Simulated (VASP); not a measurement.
# Ti2H (P4_2/nnm) in VASP: single point with r2SCAN

Aim: the single point of Ti2H with r2SCAN.

Everything below comes from runs of VASP 6.6.1. Logs are shortened: lines on timing, memory, paths and dates and some standing lists are left out, and cuts for length are marked.

## Step 1: The cell of the first run

It takes space group P4_2/nnm (No. 134, tetragonal). The conventional cell has a = 4.310 Å, b = 4.310 Å, c = 4.225 Å, α = 90.00°, β = 90.00°, γ = 90.00°. Within 2.5 Å of Ti (site symmetry 2/m) lie 2 H at 1.85 Å. Within 2.5 Å of H (site symmetry -42m) lie 4 Ti at 1.85 Å.

## Step 2: Single point, r2SCAN (strain +0.0200 x Voigt [1, 1, 0, 0, 0, 0])

The input, POSCAR:

```
Ti2H
1.0
    4.3098249400      0.0000000000      0.0000000000
    0.0000000000      4.3098249400      0.0000000000
    0.0000000000      0.0000000000      4.2253185686
Ti H
4 2
Direct
    0.2500000000      0.7500000000      0.2500000000
    0.7500000000      0.2500000000      0.2500000000
    0.2500000000      0.2500000000      0.7500000000
    0.7500000000      0.7500000000      0.7500000000
    0.0000000000      0.0000000000      0.0000000000
    0.5000000000      0.5000000000      0.5000000000
```

The input, INCAR.step1:

```
SYSTEM = Ti2H
ALGO = Normal
EDIFF = 1E-4
ENCUT = 520
GGA = PE
ISMEAR = 0
LASPH = .TRUE.
LCHARG = .FALSE.
LREAL = .FALSE.
LWAVE = .TRUE.
NBANDS = 34
NELM = 100
PREC = Accurate
SIGMA = 0.15
```

The input, INCAR.step2:

```
SYSTEM = Ti2H
ALGO = Normal
EDIFF = 1E-7
ENCUT = 520
ISIF = 2
ISMEAR = 0
ISTART = 1
LASPH = .TRUE.
LCHARG = .FALSE.
LMIXTAU = .TRUE.
LREAL = .FALSE.
LWAVE = .FALSE.
METAGGA = R2SCAN
NBANDS = 34
NELM = 100
PREC = Accurate
SIGMA = 0.15
```

The input, KPOINTS:

```
k-points
0
G
  12 12 12
  0 0 0
```

Potentials or basis: VASP PAW PBE potentials, release 64 (Ti_sv, H).

Run with:

```
$ cat potpaw_PBE.64/Ti_sv/POTCAR potpaw_PBE.64/H/POTCAR > POTCAR
$ cp INCAR.step1 INCAR
$ mpirun -np 1 vasp_std > vasp.out
$ cp INCAR.step2 INCAR
$ mpirun -np 1 vasp_std > vasp.out
```

OUTCAR:

```text
SYSTEM = Ti2H
   EDIFF = 1E-7
   ENCUT = 520
   ISIF = 2
   ISMEAR = 0
   ISTART = 1
   LASPH = .TRUE.
   LREAL = .FALSE.
   METAGGA = R2SCAN
   NELM = 100
   PREC = Accurate

 ion  position               nearest neighbor table
   1  0.250  0.750  0.250-   5 1.85   6 1.85
   2  0.750  0.250  0.250-   5 1.85   6 1.85
   3  0.250  0.250  0.750-   5 1.85   6 1.85
   4  0.750  0.750  0.750-   5 1.85   6 1.85
   5  0.000  0.000  0.000-   1 1.85   2 1.85   3 1.85   4 1.85
   6  0.500  0.500  0.500-   1 1.85   2 1.85   3 1.85   4 1.85

  LATTYP: Found a simple tetragonal cell.
 ALAT       =     4.3098249400
 C/A-ratio  =     0.9803921569

  Lattice vectors:

 A1 = (   4.3098249400,   0.0000000000,   0.0000000000)
 A2 = (   0.0000000000,   4.3098249400,   0.0000000000)
 A3 = (   0.0000000000,   0.0000000000,   4.2253185686)

Analysis of symmetry for initial positions (statically):
=====================================================================
 Subroutine PRICEL returns:
 Original cell was already a primitive cell.

 Routine SETGRP: Setting up the symmetry group for a
 simple tetragonal supercell.

 Subroutine GETGRP returns: Found 16 space group operations
 (whereof  8 operations were pure point group operations)
 out of a pool of 16 trial point group operations.

The static configuration has the point symmetry D_2d.
 The point group associated with its full space group is D_4h.

Analysis of symmetry for dynamics (positions and initial velocities):
=====================================================================
 Subroutine PRICEL returns:
 Original cell was already a primitive cell.

 Routine SETGRP: Setting up the symmetry group for a
 simple tetragonal supercell.

 Subroutine GETGRP returns: Found 16 space group operations
 (whereof  8 operations were pure point group operations)
 out of a pool of 16 trial point group operations.

The dynamic configuration has the point symmetry D_2d.
 The point group associated with its full space group is D_4h.

 Subroutine INISYM returns: Found 16 space group operations
 (whereof  8 operations are pure point group operations),
 and found     1 'primitive' translations

----------------------------------------------------------------------------------------

                                     Primitive cell

  volume of cell :      78.4836

  direct lattice vectors                    reciprocal lattice vectors
     4.309824940  0.000000000  0.000000000     0.232027986  0.000000000  0.000000000
     0.000000000  4.309824940  0.000000000     0.000000000  0.232027986  0.000000000
     0.000000000  0.000000000  4.225318569     0.000000000  0.000000000  0.236668546

  length of vectors
     4.309824940  4.309824940  4.225318569     0.232027986  0.232027986  0.236668546

  position of ions in fractional coordinates (direct lattice)
     0.250000000  0.750000000  0.250000000
     0.750000000  0.250000000  0.250000000
     0.250000000  0.250000000  0.750000000
     0.750000000  0.750000000  0.750000000
     0.000000000  0.000000000  0.000000000
     0.500000000  0.500000000  0.500000000

  ion indices of the primitive-cell ions
   primitive index   ion index
                 1           1
                 2           2
                 3           3
                 4           4
                 5           5
                 6           6

----------------------------------------------------------------------------------------

 KPOINTS: k-points

Automatic generation of k-mesh.
 Grid dimensions read from file:
 generate k-points for:   12   12   12

 Generating k-lattice:

  Cartesian coordinates                     Fractional coordinates (reciprocal lattice)
     0.019335665  0.000000000  0.000000000     0.083333333  0.000000000  0.000000000
     0.000000000  0.019335665  0.000000000     0.000000000  0.083333333  0.000000000
     0.000000000  0.000000000  0.019722379     0.000000000  0.000000000  0.083333333

  Length of vectors
     0.019335665  0.019335665  0.019722379

  Shift w.r.t. Gamma in fractional coordinates (k-lattice)
     0.000000000  0.000000000  0.000000000

 Subroutine IBZKPT returns following result:
 ===========================================

 Found    196 irreducible k-points:

 Following reciprocal coordinates:
            Coordinates               Weight
  0.000000  0.000000  0.000000      1.000000
  0.083333  0.000000  0.000000      4.000000
  0.166667  0.000000  0.000000      4.000000
  0.250000  0.000000  0.000000      4.000000
  0.333333  0.000000  0.000000      4.000000
  0.416667  0.000000  0.000000      4.000000
[... 16 lines left out ...]
  0.333333  0.333333  0.000000      4.000000
  0.416667  0.333333  0.000000      8.000000
 [... further k-points ...]
   k-points           NKPTS =    196   k-points in BZ     NKDIM =    196   number of bands    NBANDS=     34
   number of dos      NEDOS =    301   number of ions     NIONS =      6
   total plane-waves  NPLWV =  32768
   dimension x,y,z NGX =    32 NGY =   32 NGZ =   32
   dimension x,y,z NGXF=    64 NGYF=   64 NGZF=   64
   ions per type =               4   2
   NGX,Y,Z   is equivalent  to a cutoff of  12.34, 12.34, 12.59 a.u.
   NGXF,Y,Z  is equivalent  to a cutoff of  24.69, 24.69, 25.18 a.u.
 SYSTEM =  Ti2H
   PREC   = accura    normal or accurate (medium, high low for compatibility)
   ISTART =      1    job   : 0-new  1-cont  2-samecut
   ICHARG =      0    charge: 1-file 2-atom 10-const
   ISPIN  =      1    spin polarized calculation?
   LNONCOLLINEAR =      F non collinear calculations
   LSORBIT =      F    spin-orbit coupling
   LASPH  =      T    aspherical Exc in radial PAW
   ENCUT  =  520.0 eV  38.22 Ry    6.18 a.u.   8.01  8.01  7.86*2*pi/ulx,y,z
   NELM   =    100;   NELMIN=  2; NELMDL=  0     # of ELM steps
   EDIFF  = 0.1E-06   stopping-criterion for ELM
   LREAL  =      F    real-space projection
   EDIFFG = 0.1E-05   stopping-criterion for IOM
   NSW    =      0    number of steps for IOM
   IBRION =     -1    ionic relax: 0-MD 1-quasi-New 2-CG
   NFREE  =      0    steps in history (QN), initial steepest desc. (CG)
   ISIF   =      2    stress and relaxation
   ISYM   =      2    0-nonsym 1-usesym 2-fastsym
   POTIM  = 0.5000    time-step for ionic-motion
   TEBEG  =    0.0;   TEEND  =   0.0 temperature during run
   PSTRESS=    0.0 pullay stress
   NELECT =      50.0000    total number of electrons
   NUPDOWN=      -1.0000    fix difference up-down
   EMIN   =  10.00;   EMAX   =-10.00  energy-range for DOS
   EFERMI =   0.00;   METHOD = LEGACY
   ISMEAR =     0;   SIGMA  =   0.15  broadening in eV -4-tet -1-fermi 0-gaus
   EFERMI_NEDOS =   21; number of points for ismear=-14 and -15
   IALGO  =     38    algorithm
   IMIX   =      4    mixing-type and parameters
     AMIX     =   0.40;   BMIX     =  1.00
     AMIX_MAG =   1.60;   BMIX_MAG =  1.00
  volume/ion in A,a.u.               =      13.08        88.27
  Fermi-wavevector in a.u.,A,eV,Ry     =   1.408657  2.661976 26.998239  1.984315
  Thomas-Fermi vector in A             =   2.530792
   LORBIT       =      0    0 simple, 1 ext, 2 COOP (PROOUT), +10 PAW based schemes
   METAGGA = R2SCAN    functional components
   LHFCALC =     F    Hartree Fock is set to
   AEXX    =    0.0000 exact exchange contribution
   IVDW    =     0    specifies the selected vdW correction
   LEPSILON=     F    determine dielectric tensor
   LRPA    =     F    only Hartree local field effects (RPA)
 non-spin polarized calculation
 Gauss-broadening in eV      SIGMA  =   0.15
  energy-cutoff  :      520.00
  volume of cell :       78.48
 maximum number of plane-waves:      2148
   NGX = 17   NGY = 17   NGZ = 15

 number of electron      49.9999992 magnetization

 Free energy of the ion-electron system (eV)
  ---------------------------------------------------
  ext. energy  EPLUGINS =         0.00000000
  ---------------------------------------------------
  free energy    TOTEN  =       -60.16166940 eV

  energy without entropy =      -60.10903900  energy(sigma->0) =      -60.13535420

 E-fermi :   7.3478     XC(G=0): -12.0925

 val. band max:        7.3424463205   @ k =   0.3333   0.1667   0.0000
 cond. band min:       7.3517066111   @ k =   0.5000   0.5000   0.5000
 fundamental gap:      0.0092602906
 Fermi energy:         7.3477774790

 k-point     1 :       0.0000    0.0000    0.0000
  band No.  band energies     occupation
      1     -51.9850      2.00000
      2     -51.8802      2.00000
      3     -51.8802      2.00000
      4     -51.8743      2.00000
      5     -27.4947      2.00000
      6     -27.3075      2.00000
[... 26 lines left out ...]
     33      10.6053      0.00000
     34      10.6117      0.00000

 k-point     2 :       0.0833    0.0000    0.0000
  band No.  band energies     occupation
      1     -51.9832      2.00000
      2     -51.8820      2.00000
      3     -51.8801      2.00000
      4     -51.8744      2.00000
      5     -27.4882      2.00000
      6     -27.3030      2.00000
[... 26 lines left out ...]
     33      10.5315      0.00000
     34      10.6027      0.00000

 k-point     3 :       0.1667    0.0000    0.0000
  band No.  band energies     occupation
      1     -51.9780      2.00000
      2     -51.8873      2.00000
      3     -51.8798      2.00000
      4     -51.8747      2.00000
      5     -27.4693      2.00000
      6     -27.2899      2.00000
[... 26 lines left out ...]
     33      10.3097      0.00000
     34      10.4311      0.00000
[... 704 lines left out ...]
 k-point    23 :       0.3333    0.3333    0.0000
  band No.  band energies     occupation
      1     -51.9388      2.00000
      2     -51.8995      2.00000
      3     -51.8978      2.00000
      4     -51.8832      2.00000
      5     -27.3600      2.00000
      6     -27.2740      2.00000
[... 26 lines left out ...]
     33       9.4626      0.00000
     34       9.6818      0.00000

 k-point    24 :       0.4167    0.3333    0.0000
  band No.  band energies     occupation
      1     -51.9291      2.00000
      2     -51.9084      2.00000
      3     -51.8948      2.00000
      4     -51.8869      2.00000
      5     -27.3404      2.00000
      6     -27.2966      2.00000
[... 26 lines left out ...]
     33       9.2703      0.00000
     34       9.4243      0.00000

 [... further k-points ...]
[... 5 lines left out ...]
  --------------------------------------------------------------------------------------
  -------------------------------------------------------------------------------------
  Total       -2.2194850     -2.2194850     -1.8187175      0.0000000      0.0000000      0.0000000
  in kB      -45.3089580    -45.3089580    -37.1276201      0.0000000      0.0000000      0.0000000
  external PRESSURE =     -42.5818454 kB  Pullay stress =       0.0000000 kB

 VOLUME and BASIS-vectors are now :
 -----------------------------------------------------------------------------
  energy-cutoff  :      520.00
  volume of cell :       78.48
      direct lattice vectors                 reciprocal lattice vectors
     4.309824940  0.000000000  0.000000000     0.232027986  0.000000000  0.000000000
     0.000000000  4.309824940  0.000000000     0.000000000  0.232027986  0.000000000
     0.000000000  0.000000000  4.225318569     0.000000000  0.000000000  0.236668546

 POSITION                                       TOTAL-FORCE (eV/Angst)
 -----------------------------------------------------------------------------------
      1.07746      3.23237      1.05633        -0.000000     -0.000000     -0.000000
      3.23237      1.07746      1.05633        -0.000000     -0.000000     -0.000000
      1.07746      1.07746      3.16899        -0.000000      0.000000      0.000000
      3.23237      3.23237      3.16899         0.000000     -0.000000     -0.000000
      0.00000      0.00000      0.00000        -0.000000      0.000000     -0.000000
      2.15491      2.15491      2.11266        -0.000000      0.000000     -0.000000
 -----------------------------------------------------------------------------------
    total drift:                                0.000000      0.000000     -0.000000

  FREE ENERGIE OF THE ION-ELECTRON SYSTEM (eV)
  ---------------------------------------------------
  free  energy   TOTEN  =       -60.1616694016 eV

  energy  without entropy=      -60.1090389975  energy(sigma->0) =      -60.13535420
```

Run time: 18 min. Hardware: 1 thread of Intel Xeon Platinum 8488C (Sapphire Rapids), shared host; peak memory 0.48 GiB.

What came out:

```
Free energy            : -60.1617 eV
Pressure               : -4.3 GPa
Band gap on the k mesh : zero (bands 25 and 26 overlap by 1.17 eV)
```

Stress tensor (GPa, compression positive):
```
-4.53  0.00  0.00
 0.00 -4.53  0.00
 0.00  0.00 -3.71
```

Caveat: the cell differs from its parent crystal (strain +0.0200 x Voigt [1, 1, 0, 0, 0, 0]); the cell stands under tension; the PAW data sets were made with another functional, which shifts forces and pressure a little.
